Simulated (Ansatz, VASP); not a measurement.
## Pt: VASP beside Ansatz

INCAR

```
PREC = Accurate
ENCUT = 500
EDIFF = 1E-6
ISMEAR = 0
SIGMA = 0.1
LREAL = F
LASPH = T
NELM = 120
ALGO = Normal
ISIF = 2
LWAVE = F
LCHARG = F
GGA = CA
NBANDS = 11
GGA_COMPAT = F
```

Contents of KPOINTS:

```
Automatic mesh
0
Gamma
  8 8 8
```

Contents of POSCAR:

```
Pt
1.0
    0.0000000000      1.9579000000      1.9579000000
    1.9579000000      0.0000000000      1.9579000000
    1.9579000000      1.9579000000      0.0000000000
Pt
1
Direct
    0.0000000000      0.0000000000      0.0000000000
```

Input for Ansatz:

```yaml
crystal:
  lattice:
    - [0.0, 1.9579, 1.9579]
    - [1.9579, 0.0, 1.9579]
    - [1.9579, 1.9579, 0.0]
  atoms:
    - { symbol: Pt, position: [0.0, 0.0, 0.0] }
basis:
  ecutwfc: 420
kpoints:
  mp_grid: { grid: [8, 8, 8] }
hamiltonian:
  xc: lda
scf:
  occupations: { method: gaussian, width: 0.1 }
output:
  forces: true
  stress: true
  eigenvalues: true
```

Alike in both runs: task single point; functional LDA; k mesh 8 × 8 × 8; occupations gaussian, width 0.1 eV; no spin polarisation.

```csv
,VASP,Ansatz
version,VASP 6.6.1,Ansatz 0.2.0
potentials or method,"VASP PAW LDA potentials, release 64 (Pt), cutoff 500 eV","scalar-relativistic, plane waves, PAW"
valence electrons in the cell,10,18
```

VASP gave:

- gap on the k mesh at the Fermi level (eV): none
- pressure (GPa): -4.9

Question: Estimate Ansatz's values.

Answer: gap on the k mesh at the Fermi level (eV): none; pressure (GPa): -5.6.

LDA's correlation is that of Perdew and Zunger in VASP and of Perdew and Wang (1992) in Ansatz. A gap of «none» marks a metal or a gap that the smearing closes. VASP's potentials hold 10 valence electrons a cell and Ansatz's 18, so a difference there can come from the potentials and not from the codes.

Spin-orbit coupling is off throughout.
